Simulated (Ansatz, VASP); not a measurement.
## Two plane-wave programs on NaScSe2

The input POSCAR:

```
NaScSe2
1.0
   -2.7657706583      2.7657706583      5.6933897923
    2.7657706583     -2.7657706583      5.6933897923
    2.7657706583      2.7657706583     -5.6933897923
Na Se Sc
2 4 2
Direct
    0.7500000000      0.2500000000      0.5000000000
    0.0000000000      0.0000000000      0.0000000000
    0.4819546789     -0.0180453211      0.5000000000
    0.7319546789      0.7319546789      0.0000000000
    0.0180453211      0.5180453211      0.5000000000
    0.2680453211      0.2680453211      0.0000000000
    0.2500000000      0.7500000000      0.5000000000
    0.5000000000      0.5000000000      0.0000000000
```

File INCAR.step1:

```
SYSTEM = NaScSe2
ALGO     = Normal         ! electronic algorithm
EDIFF    = 1E-4           ! SCF threshold, eV
ENCUT    = 520            ! plane-wave cutoff, eV
GGA      = PE             ! functional
ISMEAR   = 0              ! smearing method
LASPH    = .True.         ! aspherical terms in the spheres
LCHARG   = .False.        ! write CHGCAR
LREAL    = .False.        ! projectors in reciprocal space
LWAVE    = .True.         ! write WAVECAR
NBANDS   = 40             ! bands
NELM     = 60             ! most SCF steps
PREC     = Accurate       ! precision mode
SIGMA    = 0.01           ! smearing width, eV
```

INCAR.step2

```
SYSTEM = NaScSe2
ALGO     = Normal         ! electronic algorithm
EDIFF    = 1E-7           ! SCF threshold, eV
ENCUT    = 520            ! plane-wave cutoff, eV
ISIF     = 2              ! what is computed and relaxed
ISMEAR   = 0              ! smearing method
ISTART   = 1            
LASPH    = .True.         ! aspherical terms in the spheres
LCHARG   = .False.        ! write CHGCAR
LMIXTAU  = .True.       
LREAL    = .False.        ! projectors in reciprocal space
LWAVE    = .False.        ! write WAVECAR
METAGGA  = R2SCAN         ! meta-GGA
NBANDS   = 40             ! bands
NELM     = 60             ! most SCF steps
PREC     = Accurate       ! precision mode
SIGMA    = 0.01           ! smearing width, eV
```

KPOINTS

```
k-points
0
Gamma
  6 6 6
  0 0 0
```

Input for Ansatz:

```yaml
crystal:
  lattice:
    - [-2.7657706583, 2.7657706583, 5.6933897923]
    - [2.7657706583, -2.7657706583, 5.6933897923]
    - [2.7657706583, 2.7657706583, -5.6933897923]
  atoms:
    - { symbol: Na, position: [0.75, 0.25, 0.5] }
    - { symbol: Se, position: [0.4819546789, -0.0180453211, 0.5] }
    - { symbol: Na, position: [0.0, 0.0, 0.0] }
    - { symbol: Se, position: [0.7319546789, 0.7319546789, 0.0] }
    - { symbol: Sc, position: [0.25, 0.75, 0.5] }
    - { symbol: Se, position: [0.0180453211, 0.5180453211, 0.5] }
    - { symbol: Sc, position: [0.5, 0.5, 0.0] }
    - { symbol: Se, position: [0.2680453211, 0.2680453211, 0.0] }
kpoints:
  mp_grid: { grid: [6, 6, 6] }
hamiltonian:
  xc: r2scan
scf:
  occupations: { method: fixed }
  n_extra_bands: 6
output:
  forces: true
  stress: true
  eigenvalues: true
```

Alike in both runs: task single point; functional r2SCAN; k mesh 6 × 6 × 6; no spin polarisation.

|  | VASP | Ansatz |
| --- | --- | --- |
| version | VASP 6.6.1 | Ansatz 0.2.0 |
| potentials or method | VASP PAW PBE potentials, release 64 (Na_pv, Se, Sc_sv) | plane waves, PAW |
| plane-wave cutoff (eV) | 520 | 500 |
| occupations | gaussian, width 0.01 eV | fixed |
| valence electrons in the cell | 60 | 104 |

```tsv
	VASP	Ansatz	Ansatz less VASP
gap on the k mesh at the Fermi level (eV)	1.43	1.43	-0.006
pressure (GPa)	2.1	2.0	-0.10
rms of the force components (eV/Å)	0.068	0.054	-0.0133
```

VASP's potentials were made for PBE, not for r2SCAN. VASP's potentials hold 60 valence electrons a cell and Ansatz's 104, so a difference there can come from the potentials and not from the codes.
